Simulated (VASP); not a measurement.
# NbVS3 (P4mm) in VASP: single point with PBE

Aim: the single point of NbVS3 with PBE.

Everything below comes from runs of VASP 6.6.1. Logs are shortened: lines on timing, memory, paths and dates and some standing lists are left out, and cuts for length are marked.

### Step 1. The cell of the first run

It takes space group P4mm (No. 99, tetragonal). Conventional cell: a = 4.894 Å, b = 4.894 Å, c = 4.784 Å, α = 90.00°, β = 90.00°, γ = 90.00°. Within 3.1 Å of Nb (site symmetry 4mm) lie 6 S at 2.38 to 2.45 Å. Within 3.2 Å of V (site symmetry 4mm) lie 4 S at 2.45 Å. Within 3.2 Å of S (site symmetry 2mm) lie 2 V at 2.45 Å and 2 Nb at 2.45 Å. S (site symmetry 4mm) has 2 Nb at 2.38 to 2.41 Å within 3.1 Å.

The cell was built from a structure type or drawn by symmetry, and may not be a known phase.

### Step 2. Single point, PBE, collinear spin, ferromagnetic start

The input, INCAR:

```
PREC     = Accurate       # precision mode
ENCUT    = 520            # plane-wave cutoff, eV
EDIFF    = 1E-6           # SCF threshold, eV
ISMEAR   = 0              # smearing method
SIGMA    = 0.1            # smearing width, eV
LREAL    = False          # projectors in reciprocal space
LASPH    = True           # aspherical terms in the spheres
NELM     = 150            # most SCF steps
ALGO     = Normal         # electronic algorithm
ISIF     = 2              # what is computed and relaxed
LWAVE    = False          # write WAVECAR
LCHARG   = False          # write CHGCAR
ISPIN    = 2              # spin polarisation
MAGMOM   = 0 2 0 0 0      # initial moments
LORBIT   = 11             # projections on sites
LMAXMIX  = 4              # l up to which the mixer works
GGA      = PE             # functional
NBANDS   = 34             # bands
```

The input, KPOINTS:

```
Automatic mesh
0
Gamma
  4 4 4
```

The input, POSCAR:

```
NbVS3
1.0
    4.8938835640      0.0000000000      0.0000000000
    0.0000000000      4.8938835640      0.0000000000
    0.0000000000      0.0000000000      4.7836704032
Nb V S
1 1 3
Direct
    0.0000000000      0.0000000000      0.3914324615
    0.5000000000      0.5000000000      1.3837185376
    0.5000000000      0.0000000000      0.3871380106
    0.0000000000      0.0000000000      0.8885359597
    0.0000000000      0.5000000000      0.3871380106
```

Potentials or basis: VASP PAW PBE potentials, release 64 (Nb_sv, V_sv, S).

Started as:

```console
$ cat potpaw_PBE.64/Nb_sv/POTCAR potpaw_PBE.64/V_sv/POTCAR potpaw_PBE.64/S/POTCAR > POTCAR
$ mpirun -np 1 vasp_std > vasp.out
```

OUTCAR:

```text
PREC = Accurate
   ENCUT = 520
   EDIFF = 1E-6
   ISMEAR = 0
   LREAL = False
   LASPH = True
   NELM = 150
   ISIF = 2
   ISPIN = 2
   LORBIT = 11
   GGA = PE

 ion  position               nearest neighbor table
   1  0.000  0.000  0.391-   4 2.38   4 2.41   5 2.45   3 2.45   5 2.45   3 2.45
   2  0.500  0.500  0.384-   3 2.45   5 2.45   3 2.45   5 2.45
   3  0.500  0.000  0.387-   2 2.45   2 2.45   1 2.45   1 2.45
   4  0.000  0.000  0.889-   1 2.38   1 2.41
   5  0.000  0.500  0.387-   2 2.45   2 2.45   1 2.45   1 2.45

  LATTYP: Found a simple tetragonal cell.
 ALAT       =     4.8938835640
 C/A-ratio  =     0.9774794068

  Lattice vectors:

 A1 = (   4.8938835640,   0.0000000000,   0.0000000000)
 A2 = (   0.0000000000,   4.8938835640,   0.0000000000)
 A3 = (   0.0000000000,   0.0000000000,   4.7836704032)

Analysis of symmetry for initial positions (statically):
=====================================================================
 Subroutine PRICEL returns:
 Original cell was already a primitive cell.

 Routine SETGRP: Setting up the symmetry group for a
 simple tetragonal supercell.

 Subroutine GETGRP returns: Found  8 space group operations
 (whereof  8 operations were pure point group operations)
 out of a pool of 16 trial point group operations.

The static configuration has the point symmetry C_4v.

Analysis of symmetry for dynamics (positions and initial velocities):
=====================================================================
 Subroutine PRICEL returns:
 Original cell was already a primitive cell.

 Routine SETGRP: Setting up the symmetry group for a
 simple tetragonal supercell.

 Subroutine GETGRP returns: Found  8 space group operations
 (whereof  8 operations were pure point group operations)
 out of a pool of 16 trial point group operations.

The dynamic configuration has the point symmetry C_4v.

Analysis of structural, dynamic, and magnetic symmetry:
=====================================================================
 Subroutine PRICEL returns:
 Original cell was already a primitive cell.

 Routine SETGRP: Setting up the symmetry group for a
 simple tetragonal supercell.

 Subroutine GETGRP returns: Found  8 space group operations
 (whereof  8 operations were pure point group operations)
 out of a pool of 16 trial point group operations.

The overall configuration has the point symmetry C_4v.

 Subroutine INISYM returns: Found  8 space group operations
 (whereof  8 operations are pure point group operations),
 and found     1 'primitive' translations

----------------------------------------------------------------------------------------

                                     Primitive cell

  volume of cell :     114.5694

  direct lattice vectors                    reciprocal lattice vectors
     4.893883564  0.000000000  0.000000000     0.204336696  0.000000000  0.000000000
     0.000000000  4.893883564  0.000000000     0.000000000  0.204336696  0.000000000
     0.000000000  0.000000000  4.783670403     0.000000000  0.000000000  0.209044503

  length of vectors
     4.893883564  4.893883564  4.783670403     0.204336696  0.204336696  0.209044503

  position of ions in fractional coordinates (direct lattice)
     0.000000000  0.000000000  0.391432462
     0.500000000  0.500000000  0.383718538
     0.500000000  0.000000000  0.387138011
     0.000000000  0.000000000  0.888535960
     0.000000000  0.500000000  0.387138011

  ion indices of the primitive-cell ions
   primitive index   ion index
                 1           1
                 2           2
                 3           3
                 4           4
                 5           5

----------------------------------------------------------------------------------------

 KPOINTS: Automatic mesh

Automatic generation of k-mesh.
 Grid dimensions read from file:
 generate k-points for:    4    4    4

 Generating k-lattice:

  Cartesian coordinates                     Fractional coordinates (reciprocal lattice)
     0.051084174  0.000000000  0.000000000     0.250000000  0.000000000  0.000000000
     0.000000000  0.051084174  0.000000000     0.000000000  0.250000000  0.000000000
     0.000000000  0.000000000  0.052261126     0.000000000  0.000000000  0.250000000

  Length of vectors
     0.051084174  0.051084174  0.052261126

  Shift w.r.t. Gamma in fractional coordinates (k-lattice)
     0.000000000  0.000000000  0.000000000

 Subroutine IBZKPT returns following result:
 ===========================================

 Found     18 irreducible k-points:

 Following reciprocal coordinates:
            Coordinates               Weight
  0.000000  0.000000  0.000000      1.000000
  0.250000  0.000000  0.000000      4.000000
  0.500000  0.000000  0.000000      2.000000
  0.250000  0.250000  0.000000      4.000000
  0.500000  0.250000  0.000000      4.000000
  0.500000  0.500000  0.000000      1.000000
[... 10 lines left out ...]
  0.500000  0.250000  0.500000      4.000000
  0.500000  0.500000  0.500000      1.000000
   k-points           NKPTS =     18   k-points in BZ     NKDIM =     18   number of bands    NBANDS=     34
   number of dos      NEDOS =    301   number of ions     NIONS =      5
   total plane-waves  NPLWV =  46656
   dimension x,y,z NGX =    36 NGY =   36 NGZ =   36
   dimension x,y,z NGXF=    72 NGYF=   72 NGZF=   72
   ions per type =               1   1   3
   NGX,Y,Z   is equivalent  to a cutoff of  12.23, 12.23, 12.51 a.u.
   NGXF,Y,Z  is equivalent  to a cutoff of  24.46, 24.46, 25.02 a.u.
 SYSTEM =  unknown system
   PREC   = accura    normal or accurate (medium, high low for compatibility)
   ISTART =      0    job   : 0-new  1-cont  2-samecut
   ICHARG =      2    charge: 1-file 2-atom 10-const
   ISPIN  =      2    spin polarized calculation?
   LNONCOLLINEAR =      F non collinear calculations
   LSORBIT =      F    spin-orbit coupling
   LASPH  =      T    aspherical Exc in radial PAW
   ENCUT  =  520.0 eV  38.22 Ry    6.18 a.u.   9.10  9.10  8.89*2*pi/ulx,y,z
   NELM   =    150;   NELMIN=  2; NELMDL= -5     # of ELM steps
   EDIFF  = 0.1E-05   stopping-criterion for ELM
   LREAL  =      F    real-space projection
   EDIFFG = 0.1E-04   stopping-criterion for IOM
   NSW    =      0    number of steps for IOM
   IBRION =     -1    ionic relax: 0-MD 1-quasi-New 2-CG
   NFREE  =      0    steps in history (QN), initial steepest desc. (CG)
   ISIF   =      2    stress and relaxation
   ISYM   =      2    0-nonsym 1-usesym 2-fastsym
   POTIM  = 0.5000    time-step for ionic-motion
   TEBEG  =    0.0;   TEEND  =   0.0 temperature during run
   PSTRESS=    0.0 pullay stress
   NELECT =      44.0000    total number of electrons
   NUPDOWN=      -1.0000    fix difference up-down
   EMIN   =  10.00;   EMAX   =-10.00  energy-range for DOS
   EFERMI =   0.00;   METHOD = LEGACY
   ISMEAR =     0;   SIGMA  =   0.10  broadening in eV -4-tet -1-fermi 0-gaus
   EFERMI_NEDOS =   21; number of points for ismear=-14 and -15
   IALGO  =     38    algorithm
   IMIX   =      4    mixing-type and parameters
     AMIX     =   0.40;   BMIX     =  1.00
     AMIX_MAG =   1.60;   BMIX_MAG =  1.00
  volume/ion in A,a.u.               =      22.91       154.63
  Fermi-wavevector in a.u.,A,eV,Ry     =   1.189971  2.248718 19.266257  1.416030
  Thomas-Fermi vector in A             =   2.326066
   LORBIT       =     11    0 simple, 1 ext, 2 COOP (PROOUT), +10 PAW based schemes
   GGA     = PE    functional components
   LHFCALC =     F    Hartree Fock is set to
   AEXX    =    0.0000 exact exchange contribution
   IVDW    =     0    specifies the selected vdW correction
   LEPSILON=     F    determine dielectric tensor
   LRPA    =     F    only Hartree local field effects (RPA)
 spin polarized calculation
 Gauss-broadening in eV      SIGMA  =   0.10
  energy-cutoff  :      520.00
  volume of cell :      114.57
 maximum number of plane-waves:      3112
   NGX = 19   NGY = 19   NGZ = 17

 number of electron      43.9999983 magnetization       2.5793533

 Free energy of the ion-electron system (eV)
  ---------------------------------------------------
  ext. energy  EPLUGINS =         0.00000000
  ---------------------------------------------------
  free energy    TOTEN  =       -33.91359739 eV

  energy without entropy =      -33.89104405  energy(sigma->0) =      -33.90232072

 E-fermi :   4.9582     XC(G=0):  -9.2531

 val. band max:        4.9468386452   @ k =   0.2500   0.0000   0.2500
 cond. band min:       4.9771641628   @ k =   0.0000   0.0000   0.0000
 fundamental gap:      0.0303255177
 Fermi energy:         4.9582190190

 spin component 1

 k-point     1 :       0.0000    0.0000    0.0000
  band No.  band energies     occupation
      1     -60.1129      1.00000
      2     -51.0347      1.00000
      3     -34.0331      1.00000
      4     -34.0331      1.00000
      5     -33.9467      1.00000
      6     -27.1409      1.00000
[... 655 lines left out ...]
     33      11.6804      0.00000
     34      12.5824      0.00000
 Fermi energy:         4.9582190190

 spin component 2

 k-point     1 :       0.0000    0.0000    0.0000
  band No.  band energies     occupation
      1     -57.7304      1.00000
      2     -51.0811      1.00000
      3     -31.8955      1.00000
      4     -31.8955      1.00000
      5     -31.1243      1.00000
      6     -27.2177      1.00000
[... 655 lines left out ...]
     33      11.6769      0.00000
     34      12.5128      0.00000

------------------------ aborting loop because EDIFF is reached ----------------------------------------

  FORCE on cell =-STRESS in cart. coord.  units (eV):
  Direction    XX          YY          ZZ          XY          YZ          ZX
  --------------------------------------------------------------------------------------
  -------------------------------------------------------------------------------------
  Total        0.0505704      0.0505704     -0.0927420      0.0000000      0.0000000      0.0000000
  in kB        0.7071933      0.7071933     -1.2969359      0.0000000      0.0000000      0.0000000
  external PRESSURE =       0.0391502 kB  Pullay stress =       0.0000000 kB

 VOLUME and BASIS-vectors are now :
 -----------------------------------------------------------------------------
  energy-cutoff  :      520.00
  volume of cell :      114.57
      direct lattice vectors                 reciprocal lattice vectors
     4.893883564  0.000000000  0.000000000     0.204336696  0.000000000  0.000000000
     0.000000000  4.893883564  0.000000000     0.000000000  0.204336696  0.000000000
     0.000000000  0.000000000  4.783670403     0.000000000  0.000000000  0.209044503

 POSITION                                       TOTAL-FORCE (eV/Angst)
 -----------------------------------------------------------------------------------
      0.00000      0.00000      1.87248         0.000000      0.000000     -0.006936
      2.44694      2.44694      1.83558         0.000000      0.000000      0.015778
      2.44694      0.00000      1.85194         0.000000      0.000000     -0.007289
      0.00000      0.00000      4.25046         0.000000     -0.000000      0.005736
      0.00000      2.44694      1.85194         0.000000      0.000000     -0.007289
 -----------------------------------------------------------------------------------
    total drift:                                0.000000      0.000000     -0.000823

  FREE ENERGIE OF THE ION-ELECTRON SYSTEM (eV)
  ---------------------------------------------------
  free  energy   TOTEN  =       -33.9135973910 eV

  energy  without entropy=      -33.8910440546  energy(sigma->0) =      -33.90232072

 total charge

# of ion       s       p       d       tot
------------------------------------------
    1        2.160   6.042   2.335  10.536
    2        2.163   6.094   3.097  11.354
    3        1.321   2.452   0.000   3.773
    4        1.343   2.399   0.000   3.742
    5        1.321   2.452   0.000   3.773
--------------------------------------------------
tot          8.307  19.439   5.432  33.177

 magnetization (x)

# of ion       s       p       d       tot
------------------------------------------
    1        0.002  -0.001  -0.067  -0.066
    2        0.032   0.013   2.363   2.408
    3       -0.005  -0.064   0.000  -0.069
    4       -0.000  -0.001   0.000  -0.001
    5       -0.005  -0.064   0.000  -0.069
--------------------------------------------------
tot          0.023  -0.115   2.296   2.204
```

Run time: 3.6 min. Hardware: 1 thread of Intel Xeon Platinum 8375C at 2.90GHz (Ice Lake), shared host; peak memory 0.3 GiB.

Results:

- Free energy: -33.9136 eV
- Pressure: 0.0 GPa
- Largest force: 0.016 eV/Å
- Net moment: 2.58 μB per cell
- Site moments: Nb -0.07; V +2.41; S -0.07, -0.00 (each value once) μB
- Valence electrons inside the program's atomic spheres: Nb 10.54; V 11.35; S 3.77, 3.74 (each value once)

Forces in eV/Å, atoms in the order of the input:
```
Nb   0.000  0.000 -0.007
V    0.000  0.000  0.016
S    0.000  0.000 -0.007
S    0.000  0.000  0.006
S    0.000  0.000 -0.007
```

With open d or f shells a metallic result of PBE can be an artefact of self-interaction; +U or a hybrid may open a gap.
